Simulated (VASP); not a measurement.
Cu:

```
CELL_PARAMETERS angstrom
1.79754 1.79754 0.00000
-1.79754 1.79754 0.00000
0.00000 0.00000 3.49214
ATOMIC_POSITIONS crystal
Cu 0.00000 0.00000 0.00000
Cu 0.50000 0.50000 0.50000
```

This cell differs from its parent crystal: uniaxial strain along c: -2.0 %, then relaxed in part.

Base run:

```yaml
Program: VASP 6.6.1
Functional: PBEsol
Potentials_or_basis: VASP PAW PBE potentials, release 64 (Cu_sv_GW)
Cutoff: 700 eV
k_mesh: 20 × 20 × 14
Occupations: gaussian, width 0.1 eV
Spin: no spin polarisation
```

Its results: band gap on the k mesh zero (band 19 reaches 14.29 eV, above the bottom of band 20 at 5.99 eV); pressure -4.2 GPa.

Question: The run is repeated on the same cell with these changes: potentials or basis from VASP PAW PBE potentials, release 64 (Cu_sv_GW) to VASP PAW PBE potentials, release 64 (Cu); cutoff from 700 eV to 520 eV; further incar settings from ALGO = Normal; EDIFF = 1e-06; NBANDS = 26 to ALGO = Fast; EDIFF = 1e-06; NBANDS = 18; valence electrons from 38 to 22. What comes out?

Answer: Band gap on the k mesh zero (band 11 reaches 14.31 eV, above the bottom of band 12 at 5.95 eV); pressure 1.7 GPa.

Caveats: the PAW data sets were made with another functional, which shifts forces and pressure a little.
